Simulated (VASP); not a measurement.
Wanted: the native input for a VASP 6.6.1 run.

- Task: single point
- Functional: PBE
- Potentials or basis: VASP PAW PBE potentials, release 64 (Ti_sv, C)
- Cutoff: 520 eV
- k mesh: 4 × 4 × 4
- Occupations: gaussian, width 0.1 eV
- Spin: no spin polarisation
- Dipole correction: no
- Further INCAR settings: ALGO = Normal; EDIFF = 1e-07; NBANDS = 20

The structure of TiC3 lies in POSCAR:

```
TiC3
1.0
    3.9369279000      0.0000000000      0.0000000000
    0.0000000000      3.9369279000      0.0000000000
    0.0000000000      0.0000000000      3.9369279000
Ti C
1 3
Direct
    0.5000000000      0.5000000000      0.5000000000
    0.5000000000      0.0000000000      0.0000000000
    0.0000000000      0.5000000000      0.0000000000
    0.0000000000      0.0000000000      0.5000000000
```

These files were run (other wordings do the same):

INCAR

```
SYSTEM = TiC3
PREC = Accurate
ENCUT = 520
EDIFF = 1E-7
ISMEAR = 0
SIGMA = 0.1
LREAL = .False.
LASPH = .True.
NELM = 80
ALGO = Normal
ISIF = 2
LWAVE = .False.
LCHARG = .False.
GGA = PE
NBANDS = 20
```

KPOINTS

```
regular mesh
0
Gamma
  4 4 4
  0 0 0
```

Potentials or basis: VASP PAW PBE potentials, release 64 (Ti_sv, C).

Launch:

```console
$ cat potpaw_PBE.64/Ti_sv/POTCAR potpaw_PBE.64/C/POTCAR > POTCAR
$ mpirun -np 1 vasp_std > vasp.out
```

It gave:

```yaml
Pressure: -36.2 GPa
Band_gap_on_the_k_mesh: zero (band 12 reaches 4.07 eV, above the bottom of band 13 at 2.80 eV)
```

Caveat: the k points lie up to 0.40 Å⁻¹ apart.

It took 11 s on 1 thread of Intel(R) Xeon(R) 6975P-C (Granite Rapids), with other jobs on the host, peak memory 0.16 GiB.
